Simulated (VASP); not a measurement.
Runs of VASP 6.6.1 on VPt3. Symmetry: Pm-3m, No. 221, cubic system. Conventional cell: a = 3.879 Å, b = 3.879 Å, c = 3.879 Å, α = 90.00°, β = 90.00°, γ = 90.00°. Within 3.6 Å of V (site symmetry m-3m) lie 12 Pt at 2.74 Å. Pt (site symmetry 4/mmm) has 4 V at 2.74 Å and 8 Pt at 2.74 Å within 3.6 Å. 

```tsv
spin	fixed moment (μB)	pressure (GPa)	moment (μB)
collinear, zero start	0.0	(a)	0.00
collinear, ferromagnetic start	0.97	(b)	0.97
collinear, ferromagnetic start	0.65	-7.3	0.65
collinear, ferromagnetic start	0.32	-7.5	0.32
collinear, ferromagnetic start	-	-6.8	1.28
```

Alike in all rows: task single point; level LDA; potentials or basis VASP PAW LDA potentials, release 64 (V_sv, Pt); cell as given; k mesh 7 × 7 × 7; cutoff (eV) 520; smearing fermi-dirac 0.1 eV.

Q: Fill in the values left out.

A: (a) -7.6; (b) -7.0.

Caveats: the cell stands under tension; the total moment is fixed, so each spin has its own Fermi level and the state may be an excited one (at least some runs); the total moment is fixed, so each spin has its own Fermi level (at least some runs).
